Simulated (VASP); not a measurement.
# GaN (F-43m) in VASP: single point with PBE

Aim: the single point of GaN with PBE.

Program: VASP 6.6.1. These are calculated values, not measurements. Logs are shortened: lines on timing, memory, paths and dates and some standing lists are left out, and cuts for length are marked.

## 1. The cell of the first run

The structure is cubic, space group F-43m (No. 216). The conventional cell has a = 4.507 Å, b = 4.507 Å, c = 4.507 Å, α = 90.00°, β = 90.00°, γ = 90.00°. Ga (site symmetry -43m) has 4 N at 1.95 Å within 2.6 Å. N (site symmetry -43m) has 4 Ga at 1.95 Å within 2.6 Å.

## 2. Single point, PBE

Input file INCAR:

```
PREC = Accurate
ENCUT = 600
EDIFF = 1E-6
ISMEAR = 0
SIGMA = 0.01
LREAL = F
LASPH = T
NELM = 120
ALGO = Normal
ISIF = 2
LWAVE = F
LCHARG = F
GGA = PE
NBANDS = 16
GGA_COMPAT = F
```

Input file KPOINTS:

```
regular mesh
0
Gamma
  5 5 5
```

Input file POSCAR:

```
GaN
1.0
    0.0000000000      2.2535006075      2.2535006075
    2.2535006075      0.0000000000      2.2535006075
    2.2535006075      2.2535006075      0.0000000000
Ga N
1 1
Direct
    0.0000000000      0.0000000000      0.0000000000
    0.2500000000      0.2500000000      0.2500000000
```

Potentials or basis: VASP PAW PBE potentials, release 64 (Ga_d, N).

The run is started by

```
$ cat potpaw_PBE.64/Ga_d/POTCAR potpaw_PBE.64/N/POTCAR > POTCAR
$ mpirun -np 1 vasp_std > vasp.out
```

OUTCAR:

```text
PREC = Accurate
   ENCUT = 600
   EDIFF = 1E-6
   ISMEAR = 0
   LREAL = F
   LASPH = T
   NELM = 120
   ISIF = 2
   GGA = PE

 ion  position               nearest neighbor table
   1  0.000  0.000  0.000-   2 1.95   2 1.95   2 1.95   2 1.95
   2  0.250  0.250  0.250-   1 1.95   1 1.95   1 1.95   1 1.95

  LATTYP: Found a face centered cubic cell.
 ALAT       =     4.5070012150

  Lattice vectors:

 A1 = (   0.0000000000,   2.2535006075,   2.2535006075)
 A2 = (   2.2535006075,   0.0000000000,   2.2535006075)
 A3 = (   2.2535006075,   2.2535006075,   0.0000000000)

Analysis of symmetry for initial positions (statically):
=====================================================================
 Subroutine PRICEL returns:
 Original cell was already a primitive cell.

 Routine SETGRP: Setting up the symmetry group for a
 face centered cubic supercell.

 Subroutine GETGRP returns: Found 24 space group operations
 (whereof 24 operations were pure point group operations)
 out of a pool of 48 trial point group operations.

The static configuration has the point symmetry T_d .

Analysis of symmetry for dynamics (positions and initial velocities):
=====================================================================
 Subroutine PRICEL returns:
 Original cell was already a primitive cell.

 Routine SETGRP: Setting up the symmetry group for a
 face centered cubic supercell.

 Subroutine GETGRP returns: Found 24 space group operations
 (whereof 24 operations were pure point group operations)
 out of a pool of 48 trial point group operations.

The dynamic configuration has the point symmetry T_d .

 Subroutine INISYM returns: Found 24 space group operations
 (whereof 24 operations are pure point group operations),
 and found     1 'primitive' translations

----------------------------------------------------------------------------------------

                                     Primitive cell

  volume of cell :      22.8877

  direct lattice vectors                    reciprocal lattice vectors
     0.000000000  2.253500607  2.253500607    -0.221877020  0.221877020  0.221877020
     2.253500607  0.000000000  2.253500607     0.221877020 -0.221877020  0.221877020
     2.253500607  2.253500607  0.000000000     0.221877020  0.221877020 -0.221877020

  length of vectors
     3.186931122  3.186931122  3.186931122     0.384302272  0.384302272  0.384302272

  position of ions in fractional coordinates (direct lattice)
     0.000000000  0.000000000  0.000000000
     0.250000000  0.250000000  0.250000000

  ion indices of the primitive-cell ions
   primitive index   ion index
                 1           1
                 2           2

----------------------------------------------------------------------------------------

 KPOINTS: regular mesh

Automatic generation of k-mesh.
 Grid dimensions read from file:
 generate k-points for:    5    5    5

 Generating k-lattice:

  Cartesian coordinates                     Fractional coordinates (reciprocal lattice)
    -0.044375404  0.044375404  0.044375404     0.200000000  0.000000000  0.000000000
     0.044375404 -0.044375404  0.044375404     0.000000000  0.200000000  0.000000000
     0.044375404  0.044375404 -0.044375404     0.000000000  0.000000000  0.200000000

  Length of vectors
     0.076860454  0.076860454  0.076860454

  Shift w.r.t. Gamma in fractional coordinates (k-lattice)
     0.000000000  0.000000000  0.000000000

 Subroutine IBZKPT returns following result:
 ===========================================

 Found     10 irreducible k-points:

 Following reciprocal coordinates:
            Coordinates               Weight
  0.000000  0.000000  0.000000      1.000000
  0.200000  0.000000  0.000000      8.000000
  0.400000  0.000000  0.000000      8.000000
  0.200000  0.200000  0.000000      6.000000
  0.400000  0.200000  0.000000     24.000000
 -0.400000  0.200000  0.000000     24.000000
 -0.200000  0.200000  0.000000     12.000000
  0.400000  0.400000  0.000000      6.000000
 -0.400000  0.400000  0.000000     12.000000
 -0.400000  0.400000  0.200000     24.000000
   k-points           NKPTS =     10   k-points in BZ     NKDIM =     10   number of bands    NBANDS=     16
   number of dos      NEDOS =    301   number of ions     NIONS =      2
   total plane-waves  NPLWV =  21952
   dimension x,y,z NGX =    28 NGY =   28 NGZ =   28
   dimension x,y,z NGXF=    56 NGYF=   56 NGZF=   56
   ions per type =               1   1
   NGX,Y,Z   is equivalent  to a cutoff of  14.61, 14.61, 14.61 a.u.
   NGXF,Y,Z  is equivalent  to a cutoff of  29.21, 29.21, 29.21 a.u.
 SYSTEM =  unknown system
   PREC   = accura    normal or accurate (medium, high low for compatibility)
   ISTART =      0    job   : 0-new  1-cont  2-samecut
   ICHARG =      2    charge: 1-file 2-atom 10-const
   ISPIN  =      1    spin polarized calculation?
   LNONCOLLINEAR =      F non collinear calculations
   LSORBIT =      F    spin-orbit coupling
   LASPH  =      T    aspherical Exc in radial PAW
   ENCUT  =  600.0 eV  44.10 Ry    6.64 a.u.   6.37  6.37  6.37*2*pi/ulx,y,z
   NELM   =    120;   NELMIN=  2; NELMDL= -5     # of ELM steps
   EDIFF  = 0.1E-05   stopping-criterion for ELM
   LREAL  =      F    real-space projection
   EDIFFG = 0.1E-04   stopping-criterion for IOM
   NSW    =      0    number of steps for IOM
   IBRION =     -1    ionic relax: 0-MD 1-quasi-New 2-CG
   NFREE  =      0    steps in history (QN), initial steepest desc. (CG)
   ISIF   =      2    stress and relaxation
   ISYM   =      2    0-nonsym 1-usesym 2-fastsym
   POTIM  = 0.5000    time-step for ionic-motion
   TEBEG  =    0.0;   TEEND  =   0.0 temperature during run
   PSTRESS=    0.0 pullay stress
   NELECT =      18.0000    total number of electrons
   NUPDOWN=      -1.0000    fix difference up-down
   EMIN   =  10.00;   EMAX   =-10.00  energy-range for DOS
   EFERMI =   0.00;   METHOD = LEGACY
   ISMEAR =     0;   SIGMA  =   0.01  broadening in eV -4-tet -1-fermi 0-gaus
   EFERMI_NEDOS =   21; number of points for ismear=-14 and -15
   IALGO  =     38    algorithm
   IMIX   =      4    mixing-type and parameters
     AMIX     =   0.40;   BMIX     =  1.00
     AMIX_MAG =   1.60;   BMIX_MAG =  1.00
  volume/ion in A,a.u.               =      11.44        77.23
  Fermi-wavevector in a.u.,A,eV,Ry     =   1.511117  2.855596 31.068543  2.283473
  Thomas-Fermi vector in A             =   2.621216
   LORBIT       =      0    0 simple, 1 ext, 2 COOP (PROOUT), +10 PAW based schemes
   GGA     = PE    functional components
   LHFCALC =     F    Hartree Fock is set to
   AEXX    =    0.0000 exact exchange contribution
   IVDW    =     0    specifies the selected vdW correction
   LEPSILON=     F    determine dielectric tensor
   LRPA    =     F    only Hartree local field effects (RPA)
 non-spin polarized calculation
 Gauss-broadening in eV      SIGMA  =   0.01
  energy-cutoff  :      600.00
  volume of cell :       22.89
 maximum number of plane-waves:       785
 NGX is ok and might be reduce to    28
   NGX = 13   NGY = 13   NGZ = 13

 number of electron      18.0000005 magnetization

 Free energy of the ion-electron system (eV)
  ---------------------------------------------------
  ext. energy  EPLUGINS =         0.00000000
  ---------------------------------------------------
  free energy    TOTEN  =       -12.12871645 eV

  energy without entropy =      -12.12871645  energy(sigma->0) =      -12.12871645

 E-fermi :   5.3715     XC(G=0): -11.6636

 val. band max:        5.2960143028   @ k =   0.0000   0.0000   0.0000
 cond. band min:       7.0143253189   @ k =   0.0000   0.0000   0.0000
 fundamental gap:      1.7183110161
 Fermi energy:         5.3714622563

 k-point     1 :       0.0000    0.0000    0.0000
  band No.  band energies     occupation
      1     -10.6423      2.00000
      2      -8.1607      2.00000
      3      -8.1607      2.00000
      4      -8.1607      2.00000
      5      -7.8415      2.00000
      6      -7.8415      2.00000
[... 8 lines left out ...]
     15      24.1388      0.00000
     16      24.1388      0.00000

 k-point     2 :       0.2000    0.0000    0.0000
  band No.  band energies     occupation
      1     -10.2553      2.00000
      2      -8.1156      2.00000
      3      -8.1156      2.00000
      4      -7.9583      2.00000
      5      -7.8416      2.00000
      6      -7.8416      2.00000
[... 8 lines left out ...]
     15      22.0708      0.00000
     16      22.0708      0.00000

 k-point     3 :       0.4000    0.0000    0.0000
  band No.  band energies     occupation
      1      -9.7868      2.00000
      2      -8.0755      2.00000
      3      -8.0755      2.00000
      4      -7.8056      2.00000
      5      -7.8056      2.00000
      6      -6.9515      2.00000
[... 8 lines left out ...]
     15      23.9482      0.00000
     16      23.9482      0.00000

 k-point     4 :       0.2000    0.2000    0.0000
  band No.  band energies     occupation
      1     -10.1361      2.00000
      2      -8.0645      2.00000
      3      -8.0645      2.00000
      4      -8.0115      2.00000
      5      -7.8166      2.00000
      6      -7.8150      2.00000
[... 8 lines left out ...]
     15      26.1500      0.00000
     16      26.8489      0.00000

 k-point     5 :       0.4000    0.2000    0.0000
  band No.  band energies     occupation
      1      -9.7443      2.00000
      2      -8.0487      2.00000
      3      -8.0006      2.00000
      4      -7.9239      2.00000
      5      -7.7896      2.00000
      6      -7.0644      2.00000
[... 8 lines left out ...]
     15      25.5707      0.00000
     16      26.1895      0.00000

 k-point     6 :      -0.4000    0.2000    0.0000
  band No.  band energies     occupation
      1      -9.6541      2.00000
      2      -8.0622      2.00000
      3      -8.0020      2.00000
      4      -7.8525      2.00000
      5      -7.8145      2.00000
      6      -6.3592      2.00000
[... 8 lines left out ...]
     15      23.9368      0.00000
     16      25.5663      0.00000

 k-point     7 :      -0.2000    0.2000    0.0000
  band No.  band energies     occupation
      1      -9.8719      2.00000
      2      -8.0712      2.00000
      3      -8.0567      2.00000
      4      -7.8636      2.00000
      5      -7.8536      2.00000
      6      -7.3850      2.00000
[... 8 lines left out ...]
     15      22.6620      0.00000
     16      25.8460      0.00000

 k-point     8 :       0.4000    0.4000    0.0000
  band No.  band energies     occupation
      1      -9.6102      2.00000
      2      -8.0570      2.00000
      3      -7.8898      2.00000
      4      -7.8898      2.00000
      5      -7.7720      2.00000
      6      -6.6057      2.00000
[... 8 lines left out ...]
     15      27.4055      0.00000
     16      28.8409      0.00000

 k-point     9 :      -0.4000    0.4000    0.0000
  band No.  band energies     occupation
      1      -9.5699      2.00000
      2      -8.0480      2.00000
      3      -7.9014      2.00000
      4      -7.8883      2.00000
      5      -7.7909      2.00000
      6      -6.0168      2.00000
[... 8 lines left out ...]
     15      26.9474      0.00000
     16      28.0305      0.00000

 k-point    10 :      -0.4000    0.4000    0.2000
  band No.  band energies     occupation
      1      -9.5953      2.00000
      2      -8.0214      2.00000
      3      -7.9878      2.00000
      4      -7.8646      2.00000
      5      -7.8136      2.00000
      6      -6.1803      2.00000
[... 8 lines left out ...]
     15      24.7499      0.00000
     16      28.4079      0.00000

------------------------ aborting loop because EDIFF is reached ----------------------------------------

  FORCE on cell =-STRESS in cart. coord.  units (eV):
  Direction    XX          YY          ZZ          XY          YZ          ZX
  --------------------------------------------------------------------------------------
  -------------------------------------------------------------------------------------
  Total        0.6951756      0.6951756      0.6951756     -0.0000000      0.0000000      0.0000000
  in kB       48.6633596     48.6633596     48.6633596     -0.0000000      0.0000000      0.0000000
  external PRESSURE =      48.6633596 kB  Pullay stress =       0.0000000 kB

 VOLUME and BASIS-vectors are now :
 -----------------------------------------------------------------------------
  energy-cutoff  :      600.00
  volume of cell :       22.89
      direct lattice vectors                 reciprocal lattice vectors
     0.000000000  2.253500607  2.253500607    -0.221877020  0.221877020  0.221877020
     2.253500607  0.000000000  2.253500607     0.221877020 -0.221877020  0.221877020
     2.253500607  2.253500607  0.000000000     0.221877020  0.221877020 -0.221877020

 POSITION                                       TOTAL-FORCE (eV/Angst)
 -----------------------------------------------------------------------------------
      0.00000      0.00000      0.00000        -0.000000     -0.000000     -0.000000
      1.12675      1.12675      1.12675         0.000000      0.000000      0.000000
 -----------------------------------------------------------------------------------
    total drift:                                0.000000      0.000000      0.000000

  FREE ENERGIE OF THE ION-ELECTRON SYSTEM (eV)
  ---------------------------------------------------
  free  energy   TOTEN  =       -12.1287164458 eV

  energy  without entropy=      -12.1287164458  energy(sigma->0) =      -12.12871645
```

It used 11 s of CPU time on 1 thread of AMD EPYC 7R13 Processor (Zen 3), on a shared host.

What came out:

- Free energy: -12.1287 eV
- Pressure: 4.9 GPa
- Band gap on the k mesh: 1.72 eV, direct

Caveat: the k points lie up to 0.48 Å⁻¹ apart.
